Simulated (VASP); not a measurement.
# As (R-3m) in VASP: a series of runs

Runs on As. Level: PBE+D3(BJ). Tasks: single point.

All numbers are computed with VASP 6.6.1; they aren't measurements. Logs are shortened: lines on timing, memory, paths and dates and some standing lists are left out, and cuts for length are marked.

## Step 1: The cell of the first run

It takes space group R-3m (No. 166, trigonal). Conventional cell: a = 3.783 Å, b = 3.783 Å, c = 10.106 Å, α = 90.00°, β = 90.00°, γ = 120.00°. Within 3.3 Å of As (site symmetry 3m) lie 6 As at 2.54 to 3.02 Å.

## Step 2: Single point, PBE+D3(BJ)

Contents of INCAR:

```
SYSTEM = As
ALGO     = Normal         ! electronic algorithm
EDIFF    = 1E-7           ! SCF threshold, eV
ENCUT    = 520            ! plane-wave cutoff, eV
GGA      = PE             ! functional
ISIF     = 2              ! what is computed and relaxed
ISMEAR   = 0              ! smearing method
IVDW     = 12             ! dispersion correction
LASPH    = .TRUE.         ! aspherical terms in the spheres
LCHARG   = .FALSE.        ! write CHGCAR
LREAL    = .FALSE.        ! projectors in reciprocal space
LWAVE    = .FALSE.        ! write WAVECAR
NBANDS   = 12             ! bands
NELM     = 100            ! most SCF steps
PREC     = Accurate       ! precision mode
SIGMA    = 0.1            ! smearing width, eV
```

Contents of KPOINTS:

```
k-points
0
G
  15 15 15
  0 0 0
```

Contents of POSCAR:

```
As
1.0
    1.8914412644      1.0920241232      3.3687803542
   -1.8914412644      1.0920241232      3.3687803542
    0.0000000000     -2.1840482463      3.3687803542
As
2
Direct
    0.2303455268      0.2303455268      0.2303455268
    0.7696544732      0.7696544732      0.7696544732
```

Potentials or basis: VASP PAW PBE potentials, release 64 (As).

Run with:

```bash
> cat potpaw_PBE.64/As/POTCAR > POTCAR
> mpirun -np 1 vasp_std > vasp.out
```

OUTCAR:

```text
SYSTEM = As
   EDIFF = 1E-7
   ENCUT = 520
   GGA = PE
   ISIF = 2
   ISMEAR = 0
   IVDW = 12
   LASPH = .TRUE.
   LREAL = .FALSE.
   NELM = 100
   PREC = Accurate
 IVDW          = 12

 ion  position               nearest neighbor table
   1  0.230  0.230  0.230-   2 2.54   2 2.54   2 2.54
   2  0.770  0.770  0.770-   1 2.54   1 2.54   1 2.54

  LATTYP: Found a trigonal (rhomboedric) cell.
 ALAT       =     4.0148160378
 COS(alpha) =     0.5561007471

  Lattice vectors:

 A1 = (   1.8914412644,   1.0920241232,   3.3687803542)
 A2 = (  -1.8914412644,   1.0920241232,   3.3687803542)
 A3 = (   0.0000000000,  -2.1840482463,   3.3687803542)

Analysis of symmetry for initial positions (statically):
=====================================================================
 Subroutine PRICEL returns:
 Original cell was already a primitive cell.

 Routine SETGRP: Setting up the symmetry group for a
 trigonal (rhombohedral) supercell.

 Subroutine GETGRP returns: Found 12 space group operations
 (whereof 12 operations were pure point group operations)
 out of a pool of 12 trial point group operations.

The static configuration has the point symmetry D_3d.

Analysis of symmetry for dynamics (positions and initial velocities):
=====================================================================
 Subroutine PRICEL returns:
 Original cell was already a primitive cell.

 Routine SETGRP: Setting up the symmetry group for a
 trigonal (rhombohedral) supercell.

 Subroutine GETGRP returns: Found 12 space group operations
 (whereof 12 operations were pure point group operations)
 out of a pool of 12 trial point group operations.

The dynamic configuration has the point symmetry D_3d.

 Subroutine INISYM returns: Found 12 space group operations
 (whereof 12 operations are pure point group operations),
 and found     1 'primitive' translations

----------------------------------------------------------------------------------------

                                     Primitive cell

  volume of cell :      41.7493

  direct lattice vectors                    reciprocal lattice vectors
     1.891441264  1.092024123  3.368780354     0.264348679  0.152621781  0.098947779
    -1.891441264  1.092024123  3.368780354    -0.264348679  0.152621781  0.098947779
     0.000000000 -2.184048246  3.368780354     0.000000000 -0.305243562  0.098947779

  length of vectors
     4.014816038  4.014816038  4.014816038     0.320880500  0.320880500  0.320880500

  position of ions in fractional coordinates (direct lattice)
     0.230345527  0.230345527  0.230345527
     0.769654473  0.769654473  0.769654473

  ion indices of the primitive-cell ions
   primitive index   ion index
                 1           1
                 2           2

----------------------------------------------------------------------------------------

 KPOINTS: k-points

Automatic generation of k-mesh.
 Grid dimensions read from file:
 generate k-points for:   15   15   15

 Generating k-lattice:

  Cartesian coordinates                     Fractional coordinates (reciprocal lattice)
     0.017623245  0.010174785  0.006596519     0.066666667  0.000000000  0.000000000
    -0.017623245  0.010174785  0.006596519     0.000000000  0.066666667  0.000000000
     0.000000000 -0.020349571  0.006596519     0.000000000  0.000000000  0.066666667

  Length of vectors
     0.021392033  0.021392033  0.021392033

  Shift w.r.t. Gamma in fractional coordinates (k-lattice)
     0.000000000  0.000000000  0.000000000

 Subroutine IBZKPT returns following result:
 ===========================================

 Found    344 irreducible k-points:

 Following reciprocal coordinates:
            Coordinates               Weight
  0.000000  0.000000  0.000000      1.000000
  0.066667  0.000000 -0.000000      6.000000
  0.133333  0.000000  0.000000      6.000000
  0.200000  0.000000  0.000000      6.000000
  0.266667  0.000000  0.000000      6.000000
  0.333333  0.000000  0.000000      6.000000
[... 16 lines left out ...]
  0.133333  0.133333  0.000000      6.000000
  0.200000  0.133333  0.000000     12.000000
 [... further k-points ...]
   k-points           NKPTS =    344   k-points in BZ     NKDIM =    344   number of bands    NBANDS=     12
   number of dos      NEDOS =    301   number of ions     NIONS =      2
   total plane-waves  NPLWV =  27000
   dimension x,y,z NGX =    30 NGY =   30 NGZ =   30
   dimension x,y,z NGXF=    60 NGYF=   60 NGZF=   60
   ions per type =               2
   NGX,Y,Z   is equivalent  to a cutoff of  12.42, 12.42, 12.42 a.u.
   NGXF,Y,Z  is equivalent  to a cutoff of  24.84, 24.84, 24.84 a.u.
 SYSTEM =  As
   PREC   = accura    normal or accurate (medium, high low for compatibility)
   ISTART =      0    job   : 0-new  1-cont  2-samecut
   ICHARG =      2    charge: 1-file 2-atom 10-const
   ISPIN  =      1    spin polarized calculation?
   LNONCOLLINEAR =      F non collinear calculations
   LSORBIT =      F    spin-orbit coupling
   LASPH  =      T    aspherical Exc in radial PAW
   ENCUT  =  520.0 eV  38.22 Ry    6.18 a.u.   7.46  7.46  7.46*2*pi/ulx,y,z
   NELM   =    100;   NELMIN=  2; NELMDL= -5     # of ELM steps
   EDIFF  = 0.1E-06   stopping-criterion for ELM
   LREAL  =      F    real-space projection
   EDIFFG = 0.1E-05   stopping-criterion for IOM
   NSW    =      0    number of steps for IOM
   IBRION =     -1    ionic relax: 0-MD 1-quasi-New 2-CG
   NFREE  =      0    steps in history (QN), initial steepest desc. (CG)
   ISIF   =      2    stress and relaxation
   ISYM   =      2    0-nonsym 1-usesym 2-fastsym
   POTIM  = 0.5000    time-step for ionic-motion
   TEBEG  =    0.0;   TEEND  =   0.0 temperature during run
   PSTRESS=    0.0 pullay stress
   NELECT =      10.0000    total number of electrons
   NUPDOWN=      -1.0000    fix difference up-down
   EMIN   =  10.00;   EMAX   =-10.00  energy-range for DOS
   EFERMI =   0.00;   METHOD = LEGACY
   ISMEAR =     0;   SIGMA  =   0.10  broadening in eV -4-tet -1-fermi 0-gaus
   EFERMI_NEDOS =   21; number of points for ismear=-14 and -15
   IALGO  =     38    algorithm
   IMIX   =      4    mixing-type and parameters
     AMIX     =   0.40;   BMIX     =  1.00
     AMIX_MAG =   1.60;   BMIX_MAG =  1.00
  volume/ion in A,a.u.               =      20.87       140.87
  Fermi-wavevector in a.u.,A,eV,Ry     =   1.016698  1.921280 14.063990  1.033674
  Thomas-Fermi vector in A             =   2.150056
   LORBIT       =      0    0 simple, 1 ext, 2 COOP (PROOUT), +10 PAW based schemes
   GGA     = PE    functional components
   LHFCALC =     F    Hartree Fock is set to
   AEXX    =    0.0000 exact exchange contribution
   IVDW    =    12    specifies the selected vdW correction
   LEPSILON=     F    determine dielectric tensor
   LRPA    =     F    only Hartree local field effects (RPA)
 non-spin polarized calculation
 Gauss-broadening in eV      SIGMA  =   0.10
  energy-cutoff  :      520.00
  volume of cell :       41.75
 maximum number of plane-waves:      1135
 NGX is ok and might be reduce to    30
   NGX = 15   NGY = 15   NGZ = 15

 number of electron      10.0000000 magnetization

 Free energy of the ion-electron system (eV)
  ---------------------------------------------------
  ext. energy  EPLUGINS =         0.00000000
  ---------------------------------------------------
  free energy    TOTEN  =        -9.30787721 eV

  energy without entropy =       -9.30727817  energy(sigma->0) =       -9.30757769

 E-fermi :   5.7797     XC(G=0): -10.1320

 val. band max:        5.7346815636   @ k =   0.3333   0.1333   0.1333
 cond. band min:       5.7875034651   @ k =   0.4000   0.2667   0.2667
 fundamental gap:      0.0528219015
 Fermi energy:         5.7797080178

 k-point     1 :       0.0000    0.0000    0.0000
  band No.  band energies     occupation
      1      -9.3801      2.00000
      2       0.1878      2.00000
      3       3.3652      2.00000
      4       3.6780      2.00000
      5       3.6780      2.00000
      6       7.8699      0.00000
      7       8.8869      0.00000
      8       8.8869      0.00000
      9      12.2517      0.00000
     10      12.2517      0.00000
     11      12.6545      0.00000
     12      14.2831      0.00000

 k-point     2 :       0.0667    0.0000   -0.0000
  band No.  band energies     occupation
      1      -9.3199      2.00000
      2      -0.0740      2.00000
      3       3.3914      2.00000
      4       3.6476      2.00000
      5       3.7278      2.00000
      6       7.9268      0.00000
      7       8.7431      0.00000
      8       8.7879      0.00000
      9      11.9085      0.00000
     10      12.1890      0.00000
     11      12.3589      0.00000
     12      14.7208      0.00000

 k-point     3 :       0.1333    0.0000    0.0000
  band No.  band energies     occupation
      1      -9.1398      2.00000
      2      -0.7453      2.00000
      3       3.3608      2.00000
      4       3.5671      2.00000
      5       3.9304      2.00000
      6       7.9121      0.00000
      7       8.4058      0.00000
      8       8.4863      0.00000
      9      11.4475      0.00000
     10      12.1286      0.00000
     11      12.2862      0.00000
     12      15.7417      0.00000
[... 286 lines left out ...]
 k-point    23 :       0.1333    0.1333    0.0000
  band No.  band energies     occupation
      1      -9.0798      2.00000
      2      -0.8459      2.00000
      3       2.7977      2.00000
      4       3.1652      2.00000
      5       4.8630      2.00000
      6       7.0526      0.00000
      7       8.3009      0.00000
      8       9.3429      0.00000
      9      11.4194      0.00000
     10      12.5943      0.00000
     11      13.0176      0.00000
     12      14.7803      0.00000

 k-point    24 :       0.2000    0.1333    0.0000
  band No.  band energies     occupation
      1      -8.8722      2.00000
      2      -1.3566      2.00000
      3       2.5273      2.00000
      4       2.9675      2.00000
      5       4.9781      2.00000
      6       6.8012      0.00000
      7       8.3815      0.00000
      8       9.3495      0.00000
      9      11.1099      0.00000
     10      12.8848      0.00000
     11      13.5550      0.00000
     12      15.2161      0.00000

 [... further k-points ...]

------------------------ aborting loop because EDIFF is reached ----------------------------------------

 Edisp (eV)   -0.86697

 E8    (eV) :    -0.3673

  FORCE on cell =-STRESS in cart. coord.  units (eV):
  Direction    XX          YY          ZZ          XY          YZ          ZX
  --------------------------------------------------------------------------------------
  -------------------------------------------------------------------------------------
  Total       0.09093     0.09093     0.06578     0.00000     0.00000     0.00000
  in kB       3.48937     3.48937     2.52434     0.00000     0.00000     0.00000
  external pressure =        3.17 kB  Pullay stress =        0.00 kB

 VOLUME and BASIS-vectors are now :
 -----------------------------------------------------------------------------
  energy-cutoff  :      520.00
  volume of cell :       41.75
      direct lattice vectors                 reciprocal lattice vectors
     1.891441264  1.092024123  3.368780354     0.264348679  0.152621781  0.098947779
    -1.891441264  1.092024123  3.368780354    -0.264348679  0.152621781  0.098947779
     0.000000000 -2.184048246  3.368780354     0.000000000 -0.305243562  0.098947779

 POSITION                                       TOTAL-FORCE (eV/Angst)
 -----------------------------------------------------------------------------------
      0.00000      0.00000      2.32795         0.000000      0.000000      0.049382
      0.00000      0.00000      7.77839         0.000000     -0.000000     -0.049382
 -----------------------------------------------------------------------------------
    total drift:                               -0.000000     -0.000000     -0.000000

  FREE ENERGIE OF THE ION-ELECTRON SYSTEM (eV)
  ---------------------------------------------------
  free  energy   TOTEN  =       -10.1748479263 eV

  energy  without entropy=      -10.1742488830  energy(sigma->0) =      -10.17454840
```

It took 90 s on 1 thread of Intel Xeon Platinum 8488C (Sapphire Rapids), shared host; peak memory 0.28 GiB.

Results:

- Free energy: -10.1748 eV
- Pressure: 0.3 GPa
- Largest force: 0.049 eV/Å
- Band gap on the k mesh: zero (band 5 reaches 5.79 eV, above the bottom of band 6 at 5.65 eV)
- Dispersion energy per atom: -0.433 eV

Forces on the atoms (eV/Å):
```
As   0.000  0.000  0.049
As   0.000  0.000 -0.049
```

Caveat: pairwise dispersion overbinds metals, which lowers pressure and volume.

## Step 3: Single point, PBE+D3(BJ)

Contents of INCAR:

```
SYSTEM = As
ALGO     = Normal         ! electronic algorithm
EDIFF    = 1E-6           ! SCF threshold, eV
ENCUT    = 600            ! plane-wave cutoff, eV
GGA      = PE             ! functional
GGA_COMPAT= .FALSE.      
ISIF     = 2              ! what is computed and relaxed
ISMEAR   = 0              ! smearing method
IVDW     = 12             ! dispersion correction
LASPH    = .TRUE.         ! aspherical terms in the spheres
LCHARG   = .FALSE.        ! write CHGCAR
LREAL    = .FALSE.        ! projectors in reciprocal space
LWAVE    = .FALSE.        ! write WAVECAR
NBANDS   = 22             ! bands
NELM     = 120            ! most SCF steps
PREC     = Accurate       ! precision mode
SIGMA    = 0.1            ! smearing width, eV
```

Contents of KPOINTS:

```
k-points
0
G
  12 12 12
  0 0 0
```

Contents of POSCAR:

```
As
1.0
    1.8921131174      1.0924120177      3.3642368266
   -1.8921131174      1.0924120177      3.3642368266
    0.0000000000     -2.1848240353      3.3642368266
As
2
Direct
    0.2303700431      0.2303700431      0.2303700431
    0.7696299569      0.7696299569      0.7696299569
```

Potentials or basis: VASP PAW PBE potentials, release 64 (As_d).

Run with:

```bash
> cat potpaw_PBE.64/As_d/POTCAR > POTCAR
> mpirun -np 1 vasp_std > vasp.out
```

OUTCAR:

```text
SYSTEM = As
   EDIFF = 1E-6
   ENCUT = 600
   GGA = PE
   ISIF = 2
   ISMEAR = 0
   IVDW = 12
   LASPH = .TRUE.
   LREAL = .FALSE.
   NELM = 120
   PREC = Accurate
 IVDW          = 12

 ion  position               nearest neighbor table
   1  0.230  0.230  0.230-   2 2.54   2 2.54   2 2.54
   2  0.770  0.770  0.770-   1 2.54   1 2.54   1 2.54

  LATTYP: Found a trigonal (rhomboedric) cell.
 ALAT       =     4.0114268647
 COS(alpha) =     0.5550344060

  Lattice vectors:

 A1 = (   1.8921131174,   1.0924120177,   3.3642368266)
[... 787 lines left out ...]

 Edisp (eV)   -0.86755

 E8    (eV) :    -0.3675

  FORCE on cell =-STRESS in cart. coord.  units (eV):
  Direction    XX          YY          ZZ          XY          YZ          ZX
  --------------------------------------------------------------------------------------
  -------------------------------------------------------------------------------------
  Total       0.02735     0.02735     0.02941    -0.00000     0.00000     0.00000
  in kB       1.05014     1.05014     1.12948    -0.00000     0.00000     0.00000
  external pressure =        1.08 kB  Pullay stress =        0.00 kB

 VOLUME and BASIS-vectors are now :
 -----------------------------------------------------------------------------
  energy-cutoff  :      600.00
  volume of cell :       41.72
      direct lattice vectors                 reciprocal lattice vectors
     1.892113117  1.092412018  3.364236827     0.264254814  0.152567588  0.099081411
    -1.892113117  1.092412018  3.364236827    -0.264254814  0.152567588  0.099081411
     0.000000000 -2.184824035  3.364236827     0.000000000 -0.305135176  0.099081411

 POSITION                                       TOTAL-FORCE (eV/Angst)
 -----------------------------------------------------------------------------------
      0.00000      0.00000      2.32506         0.000000      0.000000      0.011103
      0.00000      0.00000      7.76765         0.000000     -0.000000     -0.011103
 -----------------------------------------------------------------------------------
    total drift:                               -0.000000      0.000000      0.000000

  FREE ENERGIE OF THE ION-ELECTRON SYSTEM (eV)
  ---------------------------------------------------
  free  energy   TOTEN  =       -10.1931430001 eV

  energy  without entropy=      -10.1926683670  energy(sigma->0) =      -10.19290568
```

stdout:

```text
POSCAR found type information on POSCAR As
 POSCAR found :  1 types and       2 ions
 scaLAPACK will be used
 LDA part: xc-table for (Slater+PW92), standard interpolation
 POSCAR, INCAR and KPOINTS ok, starting setup
 FFT: planning ... GRIDC
 FFT: planning ... GRID_SOFT
 FFT: planning ... GRID
 WAVECAR not read
 entering main loop
```

Wall time 97 s (1 thread of AMD EPYC 9R45 (Zen 5), shared host); peak memory 0.27 GiB.

What came out:

* Free energy: -10.1931 eV
* Pressure: 0.1 GPa
* Largest force: 0.011 eV/Å
* Band gap on the k mesh: zero (band 15 reaches 4.11 eV, above the bottom of band 16 at 3.75 eV)
* Dispersion energy per atom: -0.434 eV

Forces on the atoms (eV/Å):
```
As   0.000  0.000  0.011
As   0.000  0.000 -0.011
```

Caveat: pairwise dispersion overbinds metals, which lowers pressure and volume.
